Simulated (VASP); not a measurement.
# Ge in VASP: further runs

The runs below take Ge through single point, with PBE.

Everything below comes from runs of VASP 6.6.1. Logs are shortened: lines on timing, memory, paths and dates and some standing lists are left out, and cuts for length are marked.

## (1) The cell of the first run

The cell holds a wire or tube with vacuum around it, 2 atoms: a = 10.000 Å, b = 9.300 Å, c = 4.041 Å, α = 90.00°, β = 90.00°, γ = 90.00°.

## (2) Single point, PBE, collinear spin

INCAR

```
SYSTEM = Ge
  ALGO = Normal
  EDIFF = 1E-6
  ENCUT = 410
  GGA = PE
  GGA_COMPAT = .False.
  ISIF = 2
  ISMEAR = 0
  ISPIN = 2
  LASPH = .True.
  LCHARG = .True.
  LELF = .True.
  LORBIT = 11
  LREAL = .False.
  LVHAR = .True.
  LWAVE = .False.
  MAGMOM = 0.5 0.5
  NBANDS = 25
  NELM = 200
  PREC = Accurate
  SIGMA = 0.05
```

KPOINTS

```
k-points
0
Gamma
  1 1 16
  0 0 0
```

POSCAR

```
Ge
1.0
   10.0000000000      0.0000000000      0.0000000000
    0.0000000000      9.3000000000      0.0000000000
    0.0000000000      0.0000000000      4.0412807466
Ge
2
Direct
    0.4494839907      0.5000000000      0.0000000000
    0.5505160093      0.5000000000      0.5000000000
```

Potentials or basis: VASP PAW PBE potentials, release 64 (Ge_d).

Launch:

```console
cat potpaw_PBE.64/Ge_d/POTCAR > POTCAR
mpirun -np 1 vasp_std > vasp.out
```

OUTCAR:

```text
SYSTEM = Ge
   EDIFF = 1E-6
   ENCUT = 410
   GGA = PE
   ISIF = 2
   ISMEAR = 0
   ISPIN = 2
   LASPH = .True.
   LORBIT = 11
   LREAL = .False.
   NELM = 200
   PREC = Accurate

 ion  position               nearest neighbor table
   1  0.449  0.500  0.000-   2 2.26   2 2.26
   2  0.551  0.500  0.500-   1 2.26   1 2.26

  LATTYP: Found a simple orthorhombic cell.
 ALAT       =     4.0412807466
 B/A-ratio  =     2.3012506636
 C/A-ratio  =     2.4744630792

  Lattice vectors:

 A1 = (   0.0000000000,   0.0000000000,  -4.0412807466)
 A2 = (   0.0000000000,   9.3000000000,   0.0000000000)
 A3 = (  10.0000000000,   0.0000000000,   0.0000000000)

Analysis of symmetry for initial positions (statically):
=====================================================================
 Subroutine PRICEL returns:
 Original cell was already a primitive cell.

 Routine SETGRP: Setting up the symmetry group for a
 simple orthorhombic supercell.

 Subroutine GETGRP returns: Found  8 space group operations
 (whereof  4 operations were pure point group operations)
 out of a pool of  8 trial point group operations.

The static configuration has the point symmetry C_2v.
 The point group associated with its full space group is D_2h.

Analysis of symmetry for dynamics (positions and initial velocities):
=====================================================================
 Subroutine PRICEL returns:
 Original cell was already a primitive cell.

 Routine SETGRP: Setting up the symmetry group for a
 simple orthorhombic supercell.

 Subroutine GETGRP returns: Found  8 space group operations
 (whereof  4 operations were pure point group operations)
 out of a pool of  8 trial point group operations.

The dynamic configuration has the point symmetry C_2v.
 The point group associated with its full space group is D_2h.

Analysis of structural, dynamic, and magnetic symmetry:
=====================================================================
 Subroutine PRICEL returns:
 Original cell was already a primitive cell.

 Routine SETGRP: Setting up the symmetry group for a
 simple orthorhombic supercell.

 Subroutine GETGRP returns: Found  8 space group operations
 (whereof  4 operations were pure point group operations)
 out of a pool of  8 trial point group operations.

The overall configuration has the point symmetry C_2v.
 The point group associated with its full space group is D_2h.
[... 102 lines left out ...]
     AMIX     =   0.40;   BMIX     =  1.00
     AMIX_MAG =   1.60;   BMIX_MAG =  1.00
  volume/ion in A,a.u.               =     187.92      1268.14
  Fermi-wavevector in a.u.,A,eV,Ry     =   0.688853  1.301744  6.456224  0.474519
  Thomas-Fermi vector in A             =   1.769772
   LORBIT       =     11    0 simple, 1 ext, 2 COOP (PROOUT), +10 PAW based schemes
   GGA     = PE    functional components
   LHFCALC =     F    Hartree Fock is set to
   AEXX    =    0.0000 exact exchange contribution
   IVDW    =     0    specifies the selected vdW correction
   LEPSILON=     F    determine dielectric tensor
   LRPA    =     F    only Hartree local field effects (RPA)
 spin polarized calculation
 Gauss-broadening in eV      SIGMA  =   0.05
  energy-cutoff  :      410.00
  volume of cell :      375.84
 maximum number of plane-waves:      7121
 NGX is ok and might be reduce to    70
   NGX = 33   NGY = 31   NGZ = 13

 number of electron      27.9999935 magnetization       0.0000131

 number of electron      27.9999935 magnetization      -0.0000097

 Free energy of the ion-electron system (eV)
  ---------------------------------------------------
  ext. energy  EPLUGINS =         0.00000000
  ---------------------------------------------------
  free energy    TOTEN  =        -6.56691231 eV

  energy without entropy =       -6.56687985  energy(sigma->0) =       -6.56689608

 E-fermi :  -3.5445     XC(G=0):  -2.3500

 val. band max:       -3.6605074215   @ k =   0.0000   0.0000   0.4375
 cond. band min:      -3.4285367738   @ k =   0.0000   0.0000   0.4375
 fundamental gap:      0.2319706477
 Fermi energy:        -3.5445213118

 spin component 1

 k-point     1 :       0.0000    0.0000    0.0000
  band No.  band energies     occupation
      1     -28.1597      1.00000
      2     -28.1255      1.00000
      3     -28.0608      1.00000
      4     -28.0370      1.00000
      5     -27.9983      1.00000
      6     -27.9640      1.00000
[... 241 lines left out ...]
     24       3.9605      0.00000
     25       4.4063      0.00000
 Fermi energy:        -3.5445213118

 spin component 2

 k-point     1 :       0.0000    0.0000    0.0000
  band No.  band energies     occupation
      1     -28.1597      1.00000
      2     -28.1255      1.00000
      3     -28.0608      1.00000
      4     -28.0370      1.00000
      5     -27.9983      1.00000
      6     -27.9640      1.00000
[... 241 lines left out ...]
     24       3.9583      0.00000
     25       4.4198      0.00000

------------------------ aborting loop because EDIFF is reached ----------------------------------------

  FORCE on cell =-STRESS in cart. coord.  units (eV):
  Direction    XX          YY          ZZ          XY          YZ          ZX
  --------------------------------------------------------------------------------------
  -------------------------------------------------------------------------------------
  Total        1.4466706     -0.0702163      2.1118148      0.0000000      0.0000000      0.0000000
  in kB        6.1670612     -0.2993275      9.0025272      0.0000000      0.0000000      0.0000000
  external PRESSURE =       4.9567536 kB  Pullay stress =       0.0000000 kB

 VOLUME and BASIS-vectors are now :
 -----------------------------------------------------------------------------
  energy-cutoff  :      410.00
  volume of cell :      375.84
      direct lattice vectors                 reciprocal lattice vectors
    10.000000000  0.000000000  0.000000000     0.100000000  0.000000000  0.000000000
     0.000000000  9.300000000  0.000000000     0.000000000  0.107526882  0.000000000
     0.000000000  0.000000000  4.041280747     0.000000000  0.000000000  0.247446308

 POSITION                                       TOTAL-FORCE (eV/Angst)
 -----------------------------------------------------------------------------------
      4.49484      4.65000      0.00000        -1.532393      0.000000      0.000000
      5.50516      4.65000      2.02064         1.532393      0.000000      0.000000
 -----------------------------------------------------------------------------------
    total drift:                                0.000000      0.000000      0.000000

  FREE ENERGIE OF THE ION-ELECTRON SYSTEM (eV)
  ---------------------------------------------------
  free  energy   TOTEN  =        -6.5669123079 eV

  energy  without entropy=       -6.5668798492  energy(sigma->0) =       -6.56689608

 total charge

# of ion       s       p       d       tot
------------------------------------------
    1        1.220   1.126  10.000  12.346
    2        1.220   1.126  10.000  12.346
--------------------------------------------------
tot          2.440   2.252  19.999  24.691

 magnetization (x)

# of ion       s       p       d       tot
------------------------------------------
    1        0.000   0.000  -0.000   0.000
    2        0.000   0.000  -0.000   0.000
--------------------------------------------------
tot          0.000   0.000  -0.000   0.000
```

stdout:

```text
POSCAR found type information on POSCAR Ge
 POSCAR found :  1 types and       2 ions
 scaLAPACK will be used
 LDA part: xc-table for (Slater+PW92), standard interpolation
 POSCAR, INCAR and KPOINTS ok, starting setup
 FFT: planning ... GRIDC
 FFT: planning ... GRID_SOFT
 FFT: planning ... GRID
 WAVECAR not read
 entering main loop
```

Wall time 3.6 min (1 thread of Intel Xeon Platinum 8259CL at 2.50GHz (Skylake/Cascade Lake), shared host); peak memory 0.47 GiB.

Results:

| Item | Value |
| --- | --- |
| Free energy | -6.5669 eV |
| Largest force | 1.532 eV/Å |
| Band gap on the k mesh | 0.23 eV |
| Net moment | 0.00 μB per cell |
| Valence electrons inside the program's atomic spheres | Ge 12.35 |

Forces on the atoms (eV/Å):
```
Ge  -1.532  0.000  0.000
Ge   1.532  0.000  0.000
```

## (3) Single point, PBE, collinear spin

This run uses another cell than the first one.

INCAR

```
ALGO     = Normal         # electronic algorithm
EDIFF    = 1E-6           # SCF threshold, eV
ENCUT    = 410            # plane-wave cutoff, eV
GGA      = PE             # functional
GGA_COMPAT= False        
ISIF     = 2              # what is computed and relaxed
ISMEAR   = 0              # smearing method
ISPIN    = 2              # spin polarisation
LASPH    = True           # aspherical terms in the spheres
LCHARG   = False          # write CHGCAR
LORBIT   = 11             # projections on sites
LREAL    = False          # projectors in reciprocal space
LWAVE    = False          # write WAVECAR
MAGMOM   = 0.5 0.5        # initial moments
NBANDS   = 25             # bands
NELM     = 200            # most SCF steps
PREC     = Accurate       # precision mode
SIGMA    = 0.05           # smearing width, eV
```

KPOINTS

```
k-points
0
Gamma
  1 1 27
```

POSCAR

```
Ge
1.0
   11.0000000000      0.0000000000      0.0000000000
    0.0000000000      9.3000000000      0.0000000000
    0.0000000000      0.0000000000      2.3798653285
Ge
2
Direct
    0.4081527103      0.5000000000      0.0000000000
    0.5918472897      0.5000000000      0.5000000000
```

Potentials or basis: VASP PAW PBE potentials, release 64 (Ge_d).

Launch:

```console
cat potpaw_PBE.64/Ge_d/POTCAR > POTCAR
mpirun -np 1 vasp_std > vasp.out
```

Wall time 2.9 min (1 thread of Intel Xeon Platinum 8259CL at 2.50GHz (Skylake/Cascade Lake), shared host); peak memory 0.37 GiB.

The run converged. Its results:

```yaml
Free_energy: -6.3802 eV
Largest_force: 3.404 eV/Å
Net_moment: 0.29 μB per cell
Site_moments: Ge +0.07 μB
Valence_electrons_inside_the_program's_atomic_spheres: Ge 12.49
```

Forces in eV/Å, atoms in the order of the input:
```
Ge  -3.404  0.000  0.000
Ge   3.404  0.000  0.000
```

Levels at points of the mesh, in eV from the Fermi level:
Spin up:
```csv
k point,band 11,band 12,band 13,band 14,band 15,band 16,band 17,band 18
"(0.00, 0.00, 0.00)",-13.60,-8.59,-3.71,-3.09,-0.13,2.86,3.14,3.86
```
Spin down:
```tsv
k point	band 11	band 12	band 13	band 14	band 15	band 16	band 17	band 18
(0.00, 0.00, 0.00)	-13.48	-8.46	-3.55	-2.97	0.08	2.93	3.22	3.91
```

## (4) Single point, PBE, collinear spin

This run uses another cell than the first one.

INCAR

```
ALGO = Normal
EDIFF = 1E-6
ENCUT = 410
GGA = PE
GGA_COMPAT = F
ISIF = 2
ISMEAR = 0
ISPIN = 2
LASPH = T
LCHARG = T
LELF = T
LORBIT = 11
LREAL = F
LVHAR = T
LWAVE = F
MAGMOM = 0.5 0.5
NBANDS = 25
NELM = 200
PREC = Accurate
SIGMA = 0.05
```

KPOINTS is that of step 3.

POSCAR

```
Ge
1.0
   11.0000000000      0.0000000000      0.0000000000
    0.0000000000      9.3000000000      0.0000000000
    0.0000000000      0.0000000000      2.6719482327
Ge
2
Direct
    0.3983415070      0.5000000000      0.0000000000
    0.6016584930      0.5000000000      0.5000000000
```

Launch:

```console
cat potpaw_PBE.64/Ge_d/POTCAR > POTCAR
mpirun -np 1 vasp_std > vasp.out
```

Wall time 2.5 min (1 thread of Intel Xeon Platinum 8259CL at 2.50GHz (Skylake/Cascade Lake), shared host); peak memory 0.4 GiB.

The run converged. Its results:

| Quantity | Value |
| --- | --- |
| Free energy | -7.2719 eV |
| Largest force | 0.005 eV/Å |
| Band gap on the k mesh | zero (filled and empty bands overlap) |
| Net moment | 0.00 μB per cell |
| Valence electrons inside the program's atomic spheres | Ge 12.21 |

Forces in eV/Å, atoms in the order of the input:
```
Ge  -0.005  0.000  0.000
Ge   0.005  0.000  0.000
```

Levels at points of the mesh, in eV from the Fermi level:
Spin up:
```csv
k point,band 11,band 12,band 13,band 14,band 15,band 16,band 17,band 18
"(0.00, 0.00, 0.00)",-11.31,-7.68,-2.29,-2.09,0.47,3.23,3.27,4.19
```
Spin down:
| k point | band 11 | band 12 | band 13 | band 14 | band 15 | band 16 | band 17 | band 18 |
| --- | --- | --- | --- | --- | --- | --- | --- | --- |
| (0.00, 0.00, 0.00) | -11.31 | -7.68 | -2.29 | -2.09 | 0.47 | 3.23 | 3.27 | 4.18 |

## (5) The runs side by side

| cell | k mesh | gap on the mesh (eV) | moment (μB) | largest force (eV/Å) |
| --- | --- | --- | --- | --- |
| a = 10.000, b = 9.300, c = 4.041 Å, 2 atoms, atomic positions A | 1 × 1 × 16 | 0.23 | 0.00 | 1.53 |
| a = 11.000, b = 9.300, c = 2.380 Å, 2 atoms, atomic positions B | 1 × 1 × 27 | none | 0.29 | 3.40 |
| a = 11.000, b = 9.300, c = 2.672 Å, 2 atoms, atomic positions C | 1 × 1 × 27 | none | 0.00 | 0.01 |

Alike in all rows: task single point; level PBE; potentials or basis VASP PAW PBE potentials, release 64 (Ge_d); spin collinear; cutoff (eV) 410; smearing gaussian 0.05 eV.

Total energies depend on the potentials used, so only differences within one code and one set of settings carry meaning.
